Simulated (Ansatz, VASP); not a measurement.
**Al in VASP and in Ansatz**

Contents of INCAR:

```
SYSTEM = Al
  ALGO = Normal
  EDIFF = 1E-6
  ENCUT = 520
  GGA = CA
  ISIF = 2
  ISMEAR = -1
  LASPH = .True.
  LCHARG = .False.
  LREAL = .False.
  LWAVE = .False.
  NBANDS = 14
  NELM = 100
  PREC = Accurate
  SIGMA = 0.05
```

File KPOINTS:

```
k-points
0
Gamma
  11 11 3
  0 0 0
```

Contents of POSCAR:

```
Al
1.0
    2.8270770242      0.0000000000      0.0000000000
   -1.4135385121      2.4483205214      0.0000000000
    0.0000000000      0.0000000000      9.1859930700
Al
4
Direct
    0.6666666667      0.3333333333      0.7500000000
    0.0000000000      0.0000000000      0.5000000000
    0.3333333333      0.6666666667      0.2500000000
    0.0000000000      0.0000000000      0.0000000000
```

The input input.yaml:

```yaml
crystal:
  lattice:
    - [2.8270770242, 0.0, 0.0]
    - [-1.4135385121, 2.4483205214, 0.0]
    - [0.0, 0.0, 9.18599307]
  atoms:
    - { symbol: Al, position: [0.6666666667, 0.3333333333, 0.75] }
    - { symbol: Al, position: [0.0, 0.0, 0.5] }
    - { symbol: Al, position: [0.3333333333, 0.6666666667, 0.25] }
    - { symbol: Al, position: [0.0, 0.0, 0.0] }
kpoints:
  mp_grid: { grid: [11, 11, 3] }
  band_path:
    path:
      - [0.0, 0.0, 0.0]
      - [0.5, 0.0, 0.0]
      - [0.3333333333, 0.3333333333, 0.0]
      - [0.0, 0.0, 0.0]
      - [0.0, 0.0, 0.5]
      - [0.5, 0.0, 0.5]
      - [0.3333333333, 0.3333333333, 0.5]
      - [0.0, 0.0, 0.5]
    npoints: 12
scf:
  occupations: { method: fermi_dirac, width: 0.05 }
hamiltonian:
  xc: lda
  pseudopotentials: { kind: all_electron, lapw: { basis_error: 0.002 } }
output:
  forces: true
  stress: true
  eigenvalues: true
```

Alike in both runs: functional LDA; k mesh 11 × 11 × 3; occupations fermi-dirac, width 0.05 eV; no spin polarisation.

|  | VASP | Ansatz |
| --- | --- | --- |
| version | VASP 6.6.1 | Ansatz 0.2.0 |
| potentials or method | VASP PAW LDA potentials, release 64 (Al), cutoff 520 eV | all-electron LAPW, scalar-relativistic |
| task | single point | band structure |

```tsv
	VASP	Ansatz	Ansatz less VASP
gap on the k mesh at the Fermi level (eV)	none	none	-
pressure (GPa)	0.1	0.0	-0.06
traceless stress, the component that is largest in VASP (GPa)	1.32	1.31	-0.005
```

LDA's correlation is that of Perdew and Zunger in VASP and of Perdew and Wang (1992) in Ansatz. A gap of «none» marks a metal or a gap that the smearing closes. Ansatz ran all-electron here, and VASP with PAW potentials.
